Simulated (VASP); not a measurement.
# Al2O3 (R-3c) in VASP: a series of runs

Runs on Al2O3. Level: PBEsol. Tasks: single point.

Everything below comes from runs of VASP 6.6.1. Logs are shortened: lines on timing, memory, paths and dates and some standing lists are left out, and cuts for length are marked.

### Step 1. The cell of the first run

It takes space group R-3c (No. 167, trigonal). Conventional cell: a = 4.578 Å, b = 4.578 Å, c = 14.145 Å, α = 90.00°, β = 90.00°, γ = 120.00°. Within 2.4 Å of Al (site symmetry 3) lie 6 O at 1.81 to 2.05 Å. Within 2.4 Å of O (site symmetry 2) lie 4 Al at 1.81 to 2.05 Å.

### Step 2. Single point, PBEsol (c/a of the conventional cell at fixed volume 3.0897)

The input, INCAR:

```
SYSTEM = Al2O3
PREC = Accurate
ENCUT = 520
EDIFF = 1E-7
ISMEAR = 0
SIGMA = 0.05
LREAL = .FALSE.
LASPH = .TRUE.
NELM = 80
ALGO = Normal
ISIF = 2
LWAVE = .FALSE.
LCHARG = .FALSE.
GGA = PS
NBANDS = 35
```

The input, KPOINTS:

```
regular mesh
0
G
  6 6 6
  0 0 0
```

The input, POSCAR:

```
Al2O3
1.0
    2.2891336982      1.3216319569      4.7151575915
   -2.2891336982      1.3216319569      4.7151575915
    0.0000000000     -2.6432639137      4.7151575915
Al O
4 6
Direct
    0.8558773135      0.8558773135      0.8558773135
    0.6441226865      0.6441226865      0.6441226865
    0.1441226865      0.1441226865      0.1441226865
    0.3558773135      0.3558773135      0.3558773135
    0.0558571577      0.4441428423      0.7500000000
    0.7500000000      0.0558571577      0.4441428423
    0.4441428423      0.7500000000      0.0558571577
    0.9441428423      0.5558571577      0.2500000000
    0.2500000000      0.9441428423      0.5558571577
    0.5558571577      0.2500000000      0.9441428423
```

Potentials or basis: VASP PAW PBE potentials, release 64 (Al, O).

The run is started by

```console
$ cat potpaw_PBE.64/Al/POTCAR potpaw_PBE.64/O/POTCAR > POTCAR
$ mpirun -np 1 vasp_std > vasp.out
```

OUTCAR:

```text
SYSTEM = Al2O3
   PREC = Accurate
   ENCUT = 520
   EDIFF = 1E-7
   ISMEAR = 0
   LREAL = .FALSE.
   LASPH = .TRUE.
   NELM = 80
   ISIF = 2
   GGA = PS

 ion  position               nearest neighbor table
   1  0.856  0.856  0.856-   8 1.81  10 1.81   9 1.81   6 2.05   5 2.05   7 2.05   3 2.72   3 2.72
                             3 2.72   2 3.00   2 3.15   2 3.15   2 3.15
   2  0.644  0.644  0.644-   8 1.81   9 1.81  10 1.81   7 2.05   5 2.05   6 2.05   4 2.72   4 2.72
                             4 2.72   1 3.00   1 3.15   1 3.15   1 3.15
   3  0.144  0.144  0.144-   5 1.81   7 1.81   6 1.81   9 2.05   8 2.05  10 2.05   1 2.72   1 2.72
                             1 2.72   4 3.00   4 3.15   4 3.15   4 3.15
   4  0.356  0.356  0.356-   5 1.81   6 1.81   7 1.81  10 2.05   8 2.05   9 2.05   2 2.72   2 2.72
                             2 2.72   3 3.00   3 3.15   3 3.15   3 3.15
   5  0.056  0.444  0.750-   3 1.81   4 1.81   1 2.05   2 2.05
   6  0.750  0.056  0.444-   4 1.81   3 1.81   1 2.05   2 2.05
   7  0.444  0.750  0.056-   3 1.81   4 1.81   2 2.05   1 2.05
   8  0.944  0.556  0.250-   1 1.81   2 1.81   3 2.05   4 2.05
   9  0.250  0.944  0.556-   2 1.81   1 1.81   3 2.05   4 2.05
  10  0.556  0.250  0.944-   1 1.81   2 1.81   4 2.05   3 2.05

  LATTYP: Found a trigonal (rhomboedric) cell.
 ALAT       =     5.4055115605
 COS(alpha) =     0.6413269780

  Lattice vectors:

 A1 = (   2.2891336982,   1.3216319569,   4.7151575915)
 A2 = (  -2.2891336982,   1.3216319569,   4.7151575915)
 A3 = (   0.0000000000,  -2.6432639137,   4.7151575915)

Analysis of symmetry for initial positions (statically):
=====================================================================
 Subroutine PRICEL returns:
 Original cell was already a primitive cell.

 Routine SETGRP: Setting up the symmetry group for a
 trigonal (rhombohedral) supercell.

 Subroutine GETGRP returns: Found 12 space group operations
 (whereof  6 operations were pure point group operations)
 out of a pool of 12 trial point group operations.

The static configuration has the point symmetry S_6 .
 The point group associated with its full space group is D_3d.

Analysis of symmetry for dynamics (positions and initial velocities):
=====================================================================
 Subroutine PRICEL returns:
 Original cell was already a primitive cell.

 Routine SETGRP: Setting up the symmetry group for a
 trigonal (rhombohedral) supercell.

 Subroutine GETGRP returns: Found 12 space group operations
 (whereof  6 operations were pure point group operations)
 out of a pool of 12 trial point group operations.

The dynamic configuration has the point symmetry S_6 .
 The point group associated with its full space group is D_3d.

 Subroutine INISYM returns: Found 12 space group operations
 (whereof  6 operations are pure point group operations),
 and found     1 'primitive' translations

----------------------------------------------------------------------------------------

                                     Primitive cell

  volume of cell :      85.5912

  direct lattice vectors                    reciprocal lattice vectors
     2.289133698  1.321631957  4.715157591     0.218423240  0.126106717  0.070693996
    -2.289133698  1.321631957  4.715157591    -0.218423240  0.126106717  0.070693996
     0.000000000 -2.643263914  4.715157591     0.000000000 -0.252213433  0.070693996

  length of vectors
     5.405511560  5.405511560  5.405511560     0.261933688  0.261933688  0.261933688

  position of ions in fractional coordinates (direct lattice)
     0.855877314  0.855877314  0.855877314
     0.644122686  0.644122686  0.644122686
     0.144122686  0.144122686  0.144122686
     0.355877314  0.355877314  0.355877314
     0.055857158  0.444142842  0.750000000
     0.750000000  0.055857158  0.444142842
     0.444142842  0.750000000  0.055857158
     0.944142842  0.555857158  0.250000000
     0.250000000  0.944142842  0.555857158
     0.555857158  0.250000000  0.944142842

  ion indices of the primitive-cell ions
   primitive index   ion index
                 1           1
                 2           2
                 3           3
                 4           4
                 5           5
                 6           6
                 7           7
                 8           8
                 9           9
                10          10

----------------------------------------------------------------------------------------

 KPOINTS: regular mesh

Automatic generation of k-mesh.
 Grid dimensions read from file:
 generate k-points for:    6    6    6

 Generating k-lattice:

  Cartesian coordinates                     Fractional coordinates (reciprocal lattice)
     0.036403873  0.021017786  0.011782333     0.166666667  0.000000000  0.000000000
    -0.036403873  0.021017786  0.011782333     0.000000000  0.166666667  0.000000000
     0.000000000 -0.042035572  0.011782333    -0.000000000 -0.000000000  0.166666667

  Length of vectors
     0.043655615  0.043655615  0.043655615

  Shift w.r.t. Gamma in fractional coordinates (k-lattice)
     0.000000000  0.000000000  0.000000000

 Subroutine IBZKPT returns following result:
 ===========================================

 Found     32 irreducible k-points:

 Following reciprocal coordinates:
            Coordinates               Weight
  0.000000  0.000000  0.000000      1.000000
  0.166667  0.000000 -0.000000      6.000000
  0.333333  0.000000 -0.000000      6.000000
  0.500000 -0.000000  0.000000      3.000000
  0.166667  0.166667 -0.000000      6.000000
  0.333333  0.166667  0.000000     12.000000
[... 16 lines left out ...]
  0.500000  0.500000  0.166667      6.000000
 -0.333333  0.500000  0.166667     12.000000
 [... further k-points ...]
   k-points           NKPTS =     32   k-points in BZ     NKDIM =     32   number of bands    NBANDS=     35
   number of dos      NEDOS =    301   number of ions     NIONS =     10
   total plane-waves  NPLWV =  64000
   dimension x,y,z NGX =    40 NGY =   40 NGZ =   40
   dimension x,y,z NGXF=    80 NGYF=   80 NGZF=   80
   ions per type =               4   6
   NGX,Y,Z   is equivalent  to a cutoff of  12.30, 12.30, 12.30 a.u.
   NGXF,Y,Z  is equivalent  to a cutoff of  24.60, 24.60, 24.60 a.u.
 SYSTEM =  Al2O3
   PREC   = accura    normal or accurate (medium, high low for compatibility)
   ISTART =      0    job   : 0-new  1-cont  2-samecut
   ICHARG =      2    charge: 1-file 2-atom 10-const
   ISPIN  =      1    spin polarized calculation?
   LNONCOLLINEAR =      F non collinear calculations
   LSORBIT =      F    spin-orbit coupling
   LASPH  =      T    aspherical Exc in radial PAW
   ENCUT  =  520.0 eV  38.22 Ry    6.18 a.u.  10.05 10.05 10.05*2*pi/ulx,y,z
   NELM   =     80;   NELMIN=  2; NELMDL= -5     # of ELM steps
   EDIFF  = 0.1E-06   stopping-criterion for ELM
   LREAL  =      F    real-space projection
   EDIFFG = 0.1E-05   stopping-criterion for IOM
   NSW    =      0    number of steps for IOM
   IBRION =     -1    ionic relax: 0-MD 1-quasi-New 2-CG
   NFREE  =      0    steps in history (QN), initial steepest desc. (CG)
   ISIF   =      2    stress and relaxation
   ISYM   =      2    0-nonsym 1-usesym 2-fastsym
   POTIM  = 0.5000    time-step for ionic-motion
   TEBEG  =    0.0;   TEEND  =   0.0 temperature during run
   PSTRESS=    0.0 pullay stress
   NELECT =      48.0000    total number of electrons
   NUPDOWN=      -1.0000    fix difference up-down
   EMIN   =  10.00;   EMAX   =-10.00  energy-range for DOS
   EFERMI =   0.00;   METHOD = LEGACY
   ISMEAR =     0;   SIGMA  =   0.05  broadening in eV -4-tet -1-fermi 0-gaus
   EFERMI_NEDOS =   21; number of points for ismear=-14 and -15
   IALGO  =     38    algorithm
   IMIX   =      4    mixing-type and parameters
     AMIX     =   0.40;   BMIX     =  1.00
     AMIX_MAG =   1.60;   BMIX_MAG =  1.00
  volume/ion in A,a.u.               =       8.56        57.76
  Fermi-wavevector in a.u.,A,eV,Ry     =   1.350037  2.551199 24.797961  1.822599
  Thomas-Fermi vector in A             =   2.477574
   LORBIT       =      0    0 simple, 1 ext, 2 COOP (PROOUT), +10 PAW based schemes
   GGA     = PS    functional components
   LHFCALC =     F    Hartree Fock is set to
   AEXX    =    0.0000 exact exchange contribution
   IVDW    =     0    specifies the selected vdW correction
   LEPSILON=     F    determine dielectric tensor
   LRPA    =     F    only Hartree local field effects (RPA)
 non-spin polarized calculation
 Gauss-broadening in eV      SIGMA  =   0.05
  energy-cutoff  :      520.00
  volume of cell :       85.59
 maximum number of plane-waves:      2328
   NGX = 21   NGY = 21   NGZ = 21

 number of electron      48.0000011 magnetization

 Free energy of the ion-electron system (eV)
  ---------------------------------------------------
  ext. energy  EPLUGINS =         0.00000000
  ---------------------------------------------------
  free energy    TOTEN  =       -77.30411009 eV

  energy without entropy =      -77.30411009  energy(sigma->0) =      -77.30411009

 E-fermi :   6.6953     XC(G=0): -11.9053

 val. band max:        6.4025445251   @ k =   0.0000   0.0000   0.0000
 cond. band min:      11.6709202966   @ k =   0.0000   0.0000   0.0000
 fundamental gap:      5.2683757715
 Fermi energy:         6.6953027798

 k-point     1 :       0.0000    0.0000    0.0000
  band No.  band energies     occupation
      1     -13.1637      2.00000
      2     -11.3161      2.00000
      3     -10.3537      2.00000
      4     -10.3537      2.00000
      5     -10.1311      2.00000
      6     -10.1311      2.00000
[... 27 lines left out ...]
     34      19.2156      0.00000
     35      19.7757      0.00000
[... 843 lines left out ...]
      5     -10.4952      2.00000
      6     -10.2410      2.00000
[... 27 lines left out ...]
     34      19.0369      0.00000
     35      19.2133      0.00000

 [... further k-points ...]

------------------------ aborting loop because EDIFF is reached ----------------------------------------

  FORCE on cell =-STRESS in cart. coord.  units (eV):
  Direction    XX          YY          ZZ          XY          YZ          ZX
  --------------------------------------------------------------------------------------
  -------------------------------------------------------------------------------------
  Total       12.2049554     12.2049554    -16.8213305      0.0000000     -0.0000000      0.0000000
  in kB      228.4639220    228.4639220   -314.8776057      0.0000000     -0.0000000      0.0000000
  external PRESSURE =      47.3500794 kB  Pullay stress =       0.0000000 kB

 VOLUME and BASIS-vectors are now :
 -----------------------------------------------------------------------------
  energy-cutoff  :      520.00
  volume of cell :       85.59
      direct lattice vectors                 reciprocal lattice vectors
     2.289133698  1.321631957  4.715157591     0.218423240  0.126106717  0.070693996
    -2.289133698  1.321631957  4.715157591    -0.218423240  0.126106717  0.070693996
     0.000000000 -2.643263914  4.715157591     0.000000000 -0.252213433  0.070693996

 POSITION                                       TOTAL-FORCE (eV/Angst)
 -----------------------------------------------------------------------------------
      0.00000      0.00000     12.10679        -0.000000     -0.000000     -1.223708
      0.00000      0.00000      9.11142        -0.000000      0.000000      1.223708
      0.00000      0.00000      2.03868        -0.000000      0.000000      1.223708
      0.00000      0.00000      5.03405        -0.000000     -0.000000     -1.223708
     -0.88884     -1.32163      5.89395         0.115530     -0.000000      0.000000
      1.58899     -0.10894      5.89395        -0.057765      0.100052      0.000000
     -0.70015      1.43057      5.89395        -0.057765     -0.100052      0.000000
      0.88884      1.32163      8.25153        -0.115530     -0.000000      0.000000
     -1.58899      0.10894      8.25153         0.057765     -0.100052      0.000000
      0.70015     -1.43057      8.25153         0.057765      0.100052      0.000000
 -----------------------------------------------------------------------------------
    total drift:                               -0.000000      0.000000     -0.000000

  FREE ENERGIE OF THE ION-ELECTRON SYSTEM (eV)
  ---------------------------------------------------
  free  energy   TOTEN  =       -77.3041100871 eV

  energy  without entropy=      -77.3041100871  energy(sigma->0) =      -77.30411009
```

It took 70 s on 1 thread of AMD EPYC 9R45 (Zen 5), shared host; peak memory 0.24 GiB.

Results:

| Item | Value |
| --- | --- |
| Free energy | -77.3041 eV |
| Pressure | 4.7 GPa |
| Largest force | 1.224 eV/Å |
| Band gap on the k mesh | 5.27 eV, direct |

Forces in eV/Å, atoms in the order of the input:
```
Al   0.000  0.000 -1.224
Al   0.000  0.000  1.224
Al   0.000  0.000  1.224
Al   0.000  0.000 -1.224
O    0.116  0.000  0.000
O   -0.058  0.100  0.000
O   -0.058 -0.100  0.000
O   -0.116  0.000  0.000
O    0.058 -0.100  0.000
O    0.058  0.100  0.000
```

Levels at points of the mesh, in eV from the valence-band top:
```csv
k point,band 22,band 23,band 24,band 25,band 26,band 27
"(0.00, 0.00, 0.00)",-0.50,0.00,0.00,5.27,9.50,9.52
"(0.50, 0.00, 0.00)",-1.27,-0.74,-0.74,8.02,8.02,8.68
"(0.50, 0.50, 0.00)",-1.31,-1.02,-0.74,8.33,8.86,9.47
"(0.50, 0.50, 0.50)",-0.28,-0.28,-0.28,8.35,8.35,9.88
```

Caveat: the PAW data sets were made with another functional, which shifts forces and pressure a little.

### Step 3. Single point, PBEsol (c/a of the conventional cell at fixed volume 2.7262)

The input, INCAR:

```
PREC     = Accurate       # precision mode
ENCUT    = 520            # plane-wave cutoff, eV
EDIFF    = 1E-6           # SCF threshold, eV
ISMEAR   = 0              # smearing method
SIGMA    = 0.05           # smearing width, eV
LREAL    = F              # projectors in reciprocal space
LASPH    = T              # aspherical terms in the spheres
NELM     = 60             # most SCF steps
ALGO     = Normal         # electronic algorithm
ISIF     = 2              # what is computed and relaxed
LWAVE    = F              # write WAVECAR
LCHARG   = F              # write CHGCAR
GGA      = PS             # functional
NBANDS   = 35             # bands
```

The input, KPOINTS:

```
regular mesh
0
Gamma
  6 6 6
```

The input, POSCAR:

```
Al2O3
1.0
    2.3866493474      1.3779326432      4.3377178304
   -2.3866493474      1.3779326432      4.3377178304
    0.0000000000     -2.7558652864      4.3377178304
Al O
4 6
Direct
    0.8481927811      0.8481927811      0.8481927811
    0.6518072189      0.6518072189      0.6518072189
    0.1518072189      0.1518072189      0.1518072189
    0.3481927811      0.3481927811      0.3481927811
    0.0558571577      0.4441428423      0.7500000000
    0.7500000000      0.0558571577      0.4441428423
    0.4441428423      0.7500000000      0.0558571577
    0.9441428423      0.5558571577      0.2500000000
    0.2500000000      0.9441428423      0.5558571577
    0.5558571577      0.2500000000      0.9441428423
```

Potentials or basis: VASP PAW PBE potentials, release 64 (Al, O).

The run is started by

```console
$ cat potpaw_PBE.64/Al/POTCAR potpaw_PBE.64/O/POTCAR > POTCAR
$ mpirun -np 1 vasp_std > vasp.out
```

Run time: 65 s. Hardware: 1 thread of AMD EPYC 9R45 (Zen 5), shared host; peak memory 0.24 GiB.

It converged, with:

- Free energy: -78.5714 eV
- Pressure: 0.5 GPa
- Largest force: 0.944 eV/Å
- Band gap on the k mesh: 6.14 eV, direct

Forces in eV/Å, atoms in the order of the input:
```
Al   0.000  0.000  0.944
Al   0.000  0.000 -0.944
Al   0.000  0.000 -0.944
Al   0.000  0.000  0.944
O    0.141  0.000  0.000
O   -0.071  0.123  0.000
O   -0.071 -0.123  0.000
O   -0.141  0.000  0.000
O    0.071 -0.123  0.000
O    0.071  0.123  0.000
```

Stress tensor (GPa, compression positive):
```
-0.97  0.00  0.00
 0.00 -0.97  0.00
 0.00  0.00  3.31
```

Levels at points of the mesh, in eV from the valence-band top:
| k point | band 21 | band 22 | band 23 | band 24 | band 25 | band 26 | band 27 | band 28 |
| --- | --- | --- | --- | --- | --- | --- | --- | --- |
| (0.00, 0.00, 0.00) | -0.45 | -0.02 | -0.02 | 0.00 | 6.14 | 8.87 | 10.78 | 11.32 |
| (0.50, 0.00, 0.00) | -0.83 | -0.83 | -0.26 | -0.26 | 9.36 | 9.36 | 9.56 | 9.56 |
| (0.50, 0.50, 0.00) | -0.90 | -0.87 | -0.77 | -0.18 | 9.49 | 9.51 | 9.88 | 10.35 |
| (0.50, 0.50, 0.50) | -0.34 | -0.34 | -0.34 | -0.34 | 8.53 | 8.53 | 11.24 | 11.24 |

Caveat: the PAW data sets were made with another functional, which shifts forces and pressure a little. A k mesh can miss the band edges.

### Step 4. Single point, PBEsol (c/a of the conventional cell at fixed volume 3.2715)

The input, INCAR:

```
ALGO     = Normal         # electronic algorithm
EDIFF    = 1E-7           # SCF threshold, eV
ENCUT    = 520            # plane-wave cutoff, eV
GGA      = PS             # functional
ISIF     = 2              # what is computed and relaxed
ISMEAR   = 0              # smearing method
LASPH    = T              # aspherical terms in the spheres
LCHARG   = T              # write CHGCAR
LELF     = T              # ELF
LREAL    = F              # projectors in reciprocal space
LVHAR    = T            
LWAVE    = F              # write WAVECAR
NBANDS   = 35             # bands
NELM     = 60             # most SCF steps
PREC     = Accurate       # precision mode
SIGMA    = 0.05           # smearing width, eV
```

The input, KPOINTS:

```
k-points
0
Gamma
  6 6 6
```

The input, POSCAR:

```
Al2O3
1.0
    2.2459200283      1.2966825329      4.8983515818
   -2.2459200283      1.2966825329      4.8983515818
    0.0000000000     -2.5933650659      4.8983515818
Al O
4 6
Direct
    0.8597195797      0.8597195797      0.8597195797
    0.6402804203      0.6402804203      0.6402804203
    0.1402804203      0.1402804203      0.1402804203
    0.3597195797      0.3597195797      0.3597195797
    0.0558571577      0.4441428423      0.7500000000
    0.7500000000      0.0558571577      0.4441428423
    0.4441428423      0.7500000000      0.0558571577
    0.9441428423      0.5558571577      0.2500000000
    0.2500000000      0.9441428423      0.5558571577
    0.5558571577      0.2500000000      0.9441428423
```

The run is started by

```console
$ cat potpaw_PBE.64/Al/POTCAR potpaw_PBE.64/O/POTCAR > POTCAR
$ mpirun -np 1 vasp_std > vasp.out
```

Run time: 80 s. Hardware: 1 thread of AMD EPYC 9R45 (Zen 5), shared host; peak memory 0.24 GiB.

The run converged. Its results:

| Property | Result |
| --- | --- |
| Free energy | -75.6097 eV |
| Pressure | 11.1 GPa |
| Largest force | 1.807 eV/Å |
| Band gap on the k mesh | 4.52 eV, direct |

Forces in eV/Å, atoms in the order of the input:
```
Al   0.000  0.000 -1.807
Al   0.000  0.000  1.807
Al   0.000  0.000  1.807
Al   0.000  0.000 -1.807
O    0.055  0.000  0.000
O   -0.028  0.048  0.000
O   -0.028 -0.048  0.000
O   -0.055  0.000  0.000
O    0.028 -0.048  0.000
O    0.028  0.048  0.000
```

Stress tensor (GPa, compression positive):
```
 37.25   0.00   0.00
  0.00  37.25   0.00
  0.00   0.00 -41.09
```

Levels at points of the mesh, in eV from the valence-band top:
```
           k point  band 21  band 22  band 23  band 24  band 25  band 26  band 27  band 28
(0.00, 0.00, 0.00)    -0.45    -0.45     0.00     0.00     4.52     8.74     8.74     8.81
(0.50, 0.00, 0.00)    -1.37    -1.37    -0.90    -0.90     7.15     7.15     8.02     8.02
(0.50, 0.50, 0.00)    -1.49    -1.34    -1.07    -0.95     7.53     8.01     8.89     9.10
(0.50, 0.50, 0.50)    -0.25    -0.25    -0.25    -0.25     7.92     7.92     9.23     9.23
```

Caveat: the PAW data sets were made with another functional, which shifts forces and pressure a little.

(Part 1 of 2 ends here.)
